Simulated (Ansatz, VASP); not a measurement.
## HfB2: VASP beside Ansatz

File INCAR:

```
PREC = Accurate ; ENCUT = 520
EDIFF = 1E-7 ; ISMEAR = 0
SIGMA = 0.05 ; LREAL = False
LASPH = True ; NELM = 150
ALGO = Normal ; ISIF = 2
LWAVE = False ; LCHARG = False
MAGMOM = 0 0 0 0 0 0 0 0 0 ; LORBIT = 11
LSORBIT = True ; GGA_COMPAT = False
LORBMOM = True ; LMAXMIX = 4
GGA = PE ; NBANDS = 29
```

File KPOINTS:

```
Automatic mesh
0
Gamma
  10 10 8
```

The input POSCAR:

```
HfB2
1.0
    3.1644815100      0.0000000000      0.0000000000
   -1.5822407550      2.7405213774      0.0000000000
    0.0000000000      0.0000000000      3.4263805287
Hf B
1 2
Direct
    0.0000000000      0.0000000000      0.0000000000
    0.3333333333      0.6666666667      0.5000000000
    0.6666666667      0.3333333333      0.5000000000
```

Input for Ansatz:

```yaml
crystal:
  lattice:
    - [3.16448151, 0.0, 0.0]
    - [-1.582240755, 2.7405213774, 0.0]
    - [0.0, 0.0, 3.4263805287]
  atoms:
    - { symbol: Hf, position: [0.0, 0.0, 0.0] }
    - { symbol: B, position: [0.3333333333, 0.6666666667, 0.5] }
    - { symbol: B, position: [0.6666666667, 0.3333333333, 0.5] }
basis:
  ecutwfc: 420
  ecutrho_ratio: 4
kpoints:
  mp_grid: { grid: [10, 10, 8] }
  band_path:
    path:
      - [[0.0, 0.0, 0.0], [0.5, 0.0, 0.0], [0.33333333, 0.33333333, 0.0], [0.0, 0.0, 0.0], [0.0, 0.0, 0.5], [0.5, 0.0, 0.5], [0.33333333, 0.33333333, 0.5], [0.0, 0.0, 0.5]]
      - [[0.5, 0.0, 0.5], [0.5, 0.0, 0.0]]
      - [[0.33333333, 0.33333333, 0.5], [0.33333333, 0.33333333, 0.0]]
    npoints: 10
hamiltonian:
  xc: pbe
scf:
  occupations: { method: gaussian, width: 0.05 }
output:
  forces: true
  stress: true
  eigenvalues: true
  populations: true
  eigenstates:
    nscf_kmesh: { grid: [16, 16, 12] }
    de_dk: true
    e_range: [-2.5, 2.5]
  write_density: true
  write_potential: true
  elf: true
  volumetric_format: npy
magnetization:
  noncollinear: true
  spin_orbit: true
```

Alike in both runs: task single point; functional PBE; k mesh 10 × 10 × 8; occupations gaussian, width 0.05 eV; non-collinear spin, spin-orbit coupling.

|  | VASP | Ansatz |
| --- | --- | --- |
| version | VASP 6.6.1 | Ansatz 0.2.0 |
| potentials or method | VASP PAW PBE potentials, release 64 (Hf_pv, B), cutoff 520 eV | plane waves, PAW |
| valence electrons in the cell | 16 | 32 |

Ansatz gave:

| Property | Result |
| --- | --- |
| pressure (GPa) | 0.6 |
| traceless stress, the component that is largest in VASP (GPa) | 5.79 |
| net moment per atom (μB) | 0.00 |

Which values does VASP return?

Pressure (GPa): 0.7; traceless stress, the component that is largest in VASP (GPa): 6.16; net moment per atom (μB): 0.00.

VASP's potentials hold 16 valence electrons a cell and Ansatz's 32, so a difference there can come from the potentials and not from the codes.
